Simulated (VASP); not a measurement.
# Si (Fd-3m) in VASP: notebook

The runs below take Si through single point, with PBEsol.

Everything below comes from runs of VASP 6.6.1. Logs are shortened: lines on timing, memory, paths and dates and some standing lists are left out, and cuts for length are marked.

### Step 1. The cell of the first run

Symmetry: Fd-3m, No. 227, cubic system. The conventional cell has a = 5.434 Å, b = 5.434 Å, c = 5.434 Å, α = 90.00°, β = 90.00°, γ = 90.00°. Within 3.1 Å of Si (site symmetry -43m) lie 4 Si at 2.35 Å.

### Step 2. Single point, PBEsol

Input file INCAR:

```
ALGO = Normal
EDIFF = 1E-6
ENCUT = 520
GGA = PS
ISIF = 2
ISMEAR = 0
LASPH = T
LCHARG = F
LREAL = F
LWAVE = F
NBANDS = 11
NELM = 100
PREC = Accurate
SIGMA = 0.02
```

Input file KPOINTS:

```
k-points
0
Gamma
  8 8 8
```

Input file POSCAR:

```
Si
1.0
    0.0000000000      2.7169170451      2.7169170451
    2.7169170451      0.0000000000      2.7169170451
    2.7169170451      2.7169170451      0.0000000000
Si
2
Direct
    0.2500000000      0.2500000000      0.2500000000
    0.0000000000      0.0000000000      0.0000000000
```

Potentials or basis: VASP PAW PBE potentials, release 64 (Si).

Command:

```console
$ cat potpaw_PBE.64/Si/POTCAR > POTCAR
$ mpirun -np 1 vasp_std > vasp.out
```

OUTCAR:

```text
EDIFF = 1E-6
   ENCUT = 520
   GGA = PS
   ISIF = 2
   ISMEAR = 0
   LASPH = T
   LREAL = F
   NELM = 100
   PREC = Accurate

 ion  position               nearest neighbor table
   1  0.250  0.250  0.250-   2 2.35   2 2.35   2 2.35   2 2.35
   2  0.000  0.000  0.000-   1 2.35   1 2.35   1 2.35   1 2.35

  LATTYP: Found a face centered cubic cell.
 ALAT       =     5.4338340902

  Lattice vectors:

 A1 = (   0.0000000000,   2.7169170451,   2.7169170451)
 A2 = (   2.7169170451,   0.0000000000,   2.7169170451)
 A3 = (   2.7169170451,   2.7169170451,   0.0000000000)

Analysis of symmetry for initial positions (statically):
=====================================================================
 Subroutine PRICEL returns:
 Original cell was already a primitive cell.

 Routine SETGRP: Setting up the symmetry group for a
 face centered cubic supercell.

 Subroutine GETGRP returns: Found 48 space group operations
 (whereof 24 operations were pure point group operations)
 out of a pool of 48 trial point group operations.

The static configuration has the point symmetry T_d .
 The point group associated with its full space group is O_h .

Analysis of symmetry for dynamics (positions and initial velocities):
=====================================================================
 Subroutine PRICEL returns:
 Original cell was already a primitive cell.

 Routine SETGRP: Setting up the symmetry group for a
 face centered cubic supercell.

 Subroutine GETGRP returns: Found 48 space group operations
 (whereof 24 operations were pure point group operations)
 out of a pool of 48 trial point group operations.

The dynamic configuration has the point symmetry T_d .
 The point group associated with its full space group is O_h .

 Subroutine INISYM returns: Found 48 space group operations
 (whereof 24 operations are pure point group operations),
 and found     1 'primitive' translations

----------------------------------------------------------------------------------------

                                     Primitive cell

  volume of cell :      40.1106

  direct lattice vectors                    reciprocal lattice vectors
     0.000000000  2.716917045  2.716917045    -0.184032119  0.184032119  0.184032119
     2.716917045  0.000000000  2.716917045     0.184032119 -0.184032119  0.184032119
     2.716917045  2.716917045  0.000000000     0.184032119  0.184032119 -0.184032119

  length of vectors
     3.842300933  3.842300933  3.842300933     0.318752980  0.318752980  0.318752980

  position of ions in fractional coordinates (direct lattice)
     0.250000000  0.250000000  0.250000000
     0.000000000  0.000000000  0.000000000

  ion indices of the primitive-cell ions
   primitive index   ion index
                 1           1
                 2           2

----------------------------------------------------------------------------------------

 KPOINTS: k-points

Automatic generation of k-mesh.
 Grid dimensions read from file:
 generate k-points for:    8    8    8

 Generating k-lattice:

  Cartesian coordinates                     Fractional coordinates (reciprocal lattice)
    -0.023004015  0.023004015  0.023004015     0.125000000  0.000000000  0.000000000
     0.023004015 -0.023004015  0.023004015     0.000000000  0.125000000  0.000000000
     0.023004015  0.023004015 -0.023004015     0.000000000  0.000000000  0.125000000

  Length of vectors
     0.039844122  0.039844122  0.039844122

  Shift w.r.t. Gamma in fractional coordinates (k-lattice)
     0.000000000  0.000000000  0.000000000

 Subroutine IBZKPT returns following result:
 ===========================================

 Found     29 irreducible k-points:

 Following reciprocal coordinates:
            Coordinates               Weight
  0.000000  0.000000  0.000000      1.000000
  0.125000  0.000000  0.000000      8.000000
  0.250000  0.000000  0.000000      8.000000
  0.375000  0.000000  0.000000      8.000000
  0.500000  0.000000  0.000000      4.000000
  0.125000  0.125000  0.000000      6.000000
[... 16 lines left out ...]
  0.500000  0.250000  0.125000     48.000000
 -0.375000  0.250000  0.125000     24.000000
 [... further k-points ...]
   k-points           NKPTS =     29   k-points in BZ     NKDIM =     29   number of bands    NBANDS=     11
   number of dos      NEDOS =    301   number of ions     NIONS =      2
   total plane-waves  NPLWV =  27000
   dimension x,y,z NGX =    30 NGY =   30 NGZ =   30
   dimension x,y,z NGXF=    60 NGYF=   60 NGZF=   60
   ions per type =               2
   NGX,Y,Z   is equivalent  to a cutoff of  12.98, 12.98, 12.98 a.u.
   NGXF,Y,Z  is equivalent  to a cutoff of  25.96, 25.96, 25.96 a.u.
 SYSTEM =  unknown system
   PREC   = accura    normal or accurate (medium, high low for compatibility)
   ISTART =      0    job   : 0-new  1-cont  2-samecut
   ICHARG =      2    charge: 1-file 2-atom 10-const
   ISPIN  =      1    spin polarized calculation?
   LNONCOLLINEAR =      F non collinear calculations
   LSORBIT =      F    spin-orbit coupling
   LASPH  =      T    aspherical Exc in radial PAW
   ENCUT  =  520.0 eV  38.22 Ry    6.18 a.u.   7.14  7.14  7.14*2*pi/ulx,y,z
   NELM   =    100;   NELMIN=  2; NELMDL= -5     # of ELM steps
   EDIFF  = 0.1E-05   stopping-criterion for ELM
   LREAL  =      F    real-space projection
   EDIFFG = 0.1E-04   stopping-criterion for IOM
   NSW    =      0    number of steps for IOM
   IBRION =     -1    ionic relax: 0-MD 1-quasi-New 2-CG
   NFREE  =      0    steps in history (QN), initial steepest desc. (CG)
   ISIF   =      2    stress and relaxation
   ISYM   =      2    0-nonsym 1-usesym 2-fastsym
   POTIM  = 0.5000    time-step for ionic-motion
   TEBEG  =    0.0;   TEEND  =   0.0 temperature during run
   PSTRESS=    0.0 pullay stress
   NELECT =       8.0000    total number of electrons
   NUPDOWN=      -1.0000    fix difference up-down
   EMIN   =  10.00;   EMAX   =-10.00  energy-range for DOS
   EFERMI =   0.00;   METHOD = LEGACY
   ISMEAR =     0;   SIGMA  =   0.02  broadening in eV -4-tet -1-fermi 0-gaus
   EFERMI_NEDOS =   21; number of points for ismear=-14 and -15
   IALGO  =     38    algorithm
   IMIX   =      4    mixing-type and parameters
     AMIX     =   0.40;   BMIX     =  1.00
     AMIX_MAG =   1.60;   BMIX_MAG =  1.00
  volume/ion in A,a.u.               =      20.06       135.34
  Fermi-wavevector in a.u.,A,eV,Ry     =   0.956500  1.807523 12.447873  0.914893
  Thomas-Fermi vector in A             =   2.085434
   LORBIT       =      0    0 simple, 1 ext, 2 COOP (PROOUT), +10 PAW based schemes
   GGA     = PS    functional components
   LHFCALC =     F    Hartree Fock is set to
   AEXX    =    0.0000 exact exchange contribution
   IVDW    =     0    specifies the selected vdW correction
   LEPSILON=     F    determine dielectric tensor
   LRPA    =     F    only Hartree local field effects (RPA)
 non-spin polarized calculation
 Gauss-broadening in eV      SIGMA  =   0.02
  energy-cutoff  :      520.00
  volume of cell :       40.11
 maximum number of plane-waves:      1106
 NGX is ok and might be reduce to    30
   NGX = 15   NGY = 15   NGZ = 15

 number of electron       8.0000001 magnetization

 Free energy of the ion-electron system (eV)
  ---------------------------------------------------
  ext. energy  EPLUGINS =         0.00000000
  ---------------------------------------------------
  free energy    TOTEN  =       -11.48911737 eV

  energy without entropy =      -11.48911737  energy(sigma->0) =      -11.48911737

 E-fermi :   5.9285     XC(G=0):  -9.5463

 val. band max:        5.7740597578   @ k =   0.0000   0.0000   0.0000
 cond. band min:       6.2794869914   @ k =   0.3750   0.3750   0.0000
 fundamental gap:      0.5054272336
 Fermi energy:         5.9284618197

 k-point     1 :       0.0000    0.0000    0.0000
  band No.  band energies     occupation
      1      -6.2048      2.00000
      2       5.7741      2.00000
      3       5.7741      2.00000
      4       5.7741      2.00000
      5       8.2900      0.00000
      6       8.2900      0.00000
      7       8.2900      0.00000
      8       9.0785      0.00000
      9      13.4608      0.00000
     10      13.4608      0.00000
     11      13.4767      0.00000

 k-point     2 :       0.1250    0.0000    0.0000
  band No.  band energies     occupation
      1      -6.0001      2.00000
      2       4.1617      2.00000
      3       5.4819      2.00000
      4       5.4819      2.00000
      5       8.2144      0.00000
      6       8.7174      0.00000
      7       8.7174      0.00000
      8      10.4280      0.00000
      9      12.9566      0.00000
     10      12.9566      0.00000
     11      14.2832      0.00000

 k-point     3 :       0.2500    0.0000    0.0000
  band No.  band energies     occupation
      1      -5.4028      2.00000
      2       1.8248      2.00000
      3       5.0097      2.00000
      4       5.0097      2.00000
      5       7.7290      0.00000
      6       9.2302      0.00000
      7       9.2302      0.00000
      8      12.6079      0.00000
      9      12.9035      0.00000
     10      12.9035      0.00000
     11      14.5516      0.00000

 k-point     4 :       0.3750    0.0000    0.0000
  band No.  band energies     occupation
      1      -4.5044      2.00000
      2      -0.2028      2.00000
      3       4.6833      2.00000
      4       4.6833      2.00000
      5       7.3617      0.00000
      6       9.1627      0.00000
      7       9.1627      0.00000
      8      13.4569      0.00000
      9      14.2959      0.00000
     10      14.2959      0.00000
     11      15.3282      0.00000
[... 239 lines left out ...]
 k-point    22 :       0.3750    0.2500    0.1250
  band No.  band energies     occupation
      1      -4.8716      2.00000
      2       1.4768      2.00000
      3       3.0266      2.00000
      4       4.3340      2.00000
      5       8.1462      0.00000
      6       9.6090      0.00000
      7       9.8777      0.00000
      8      11.2271      0.00000
      9      13.4977      0.00000
     10      15.9759      0.00000
     11      16.6899      0.00000

 k-point    23 :       0.5000    0.2500    0.1250
  band No.  band energies     occupation
      1      -3.9790      2.00000
      2      -0.0826      2.00000
      3       2.4167      2.00000
      4       3.8256      2.00000
      5       8.5699      0.00000
      6       9.2521      0.00000
      7      10.7097      0.00000
      8      11.6539      0.00000
      9      14.7259      0.00000
     10      15.4066      0.00000
     11      17.6235      0.00000

 k-point    24 :      -0.3750    0.2500    0.1250
  band No.  band energies     occupation
      1      -3.3201      2.00000
      2      -1.0366      2.00000
      3       2.2892      2.00000
      4       3.5931      2.00000
      5       8.7708      0.00000
      6       8.8113      0.00000
      7      11.6293      0.00000
      8      12.8063      0.00000
      9      13.0926      0.00000
     10      16.2532      0.00000
     11      17.3861      0.00000

 [... further k-points ...]
[... 5 lines left out ...]
  --------------------------------------------------------------------------------------
  -------------------------------------------------------------------------------------
  Total        0.0271430      0.0271430      0.0271430      0.0000000     -0.0000000      0.0000000
  in kB        1.0841993      1.0841993      1.0841993      0.0000000     -0.0000000      0.0000000
  external PRESSURE =       1.0841993 kB  Pullay stress =       0.0000000 kB

 VOLUME and BASIS-vectors are now :
 -----------------------------------------------------------------------------
  energy-cutoff  :      520.00
  volume of cell :       40.11
      direct lattice vectors                 reciprocal lattice vectors
     0.000000000  2.716917045  2.716917045    -0.184032119  0.184032119  0.184032119
     2.716917045  0.000000000  2.716917045     0.184032119 -0.184032119  0.184032119
     2.716917045  2.716917045  0.000000000     0.184032119  0.184032119 -0.184032119

 POSITION                                       TOTAL-FORCE (eV/Angst)
 -----------------------------------------------------------------------------------
      1.35846      1.35846      1.35846         0.000000      0.000000     -0.000000
      0.00000      0.00000      0.00000        -0.000000     -0.000000      0.000000
 -----------------------------------------------------------------------------------
    total drift:                               -0.000000     -0.000000     -0.000000

  FREE ENERGIE OF THE ION-ELECTRON SYSTEM (eV)
  ---------------------------------------------------
  free  energy   TOTEN  =       -11.4891173688 eV

  energy  without entropy=      -11.4891173688  energy(sigma->0) =      -11.48911737
```

Wall time 10 s (1 thread of Intel Xeon Platinum 8259CL at 2.50GHz (Skylake/Cascade Lake), shared host); peak memory 0.15 GiB.

What came out:

```
Free energy            : -11.4891 eV
Pressure               : 0.1 GPa
Band gap on the k mesh : 0.51 eV, indirect (least direct gap 2.52 eV)
```

Caveat: the PAW data sets were made with another functional, which shifts forces and pressure a little.

### Step 3. Single point, PBEsol

Input file INCAR:

```
ALGO     = Normal         # electronic algorithm
EDIFF    = 1E-6           # SCF threshold, eV
ENCUT    = 520            # plane-wave cutoff, eV
GGA      = PS             # functional
ISIF     = 2              # what is computed and relaxed
ISMEAR   = 0              # smearing method
LASPH    = True           # aspherical terms in the spheres
LCHARG   = True           # write CHGCAR
LELF     = True           # ELF
LREAL    = False          # projectors in reciprocal space
LVHAR    = True         
LWAVE    = False          # write WAVECAR
NBANDS   = 11             # bands
NELM     = 80             # most SCF steps
PREC     = Accurate       # precision mode
SIGMA    = 0.02           # smearing width, eV
```

Input file KPOINTS:

```
k-points
0
Gamma
  10 10 10
```

POSCAR is that of step 2.

Potentials or basis: VASP PAW PBE potentials, release 64 (Si).

Command:

```console
$ cat potpaw_PBE.64/Si/POTCAR > POTCAR
$ mpirun -np 1 vasp_std > vasp.out
```

It took 16 s on 1 thread of Intel Xeon Platinum 8259CL at 2.50GHz (Skylake/Cascade Lake), shared host; peak memory 0.16 GiB.

It converged, with:

| Property | Result |
| --- | --- |
| Free energy | -11.4926 eV |
| Pressure | 0.1 GPa |
| Band gap on the k mesh | 0.47 eV, indirect (least direct gap 2.52 eV) |

Levels at points of the mesh, in eV from the valence-band top:
| k point | band 1 | band 2 | band 3 | band 4 | band 5 | band 6 | band 7 | band 8 | band 9 |
| --- | --- | --- | --- | --- | --- | --- | --- | --- | --- |
| (0.00, 0.00, 0.00) | -11.98 | 0.00 | 0.00 | 0.00 | 2.52 | 2.52 | 2.52 | 3.30 | 7.69 |
| (0.50, 0.00, 0.00) | -9.63 | -7.01 | -1.20 | -1.20 | 1.46 | 3.27 | 3.27 | 7.51 | 10.51 |
| (0.50, 0.50, 0.00) | -7.82 | -7.82 | -2.87 | -2.87 | 0.59 | 0.59 | 10.05 | 10.05 | 10.93 |

Caveat: the PAW data sets were made with another functional, which shifts forces and pressure a little.
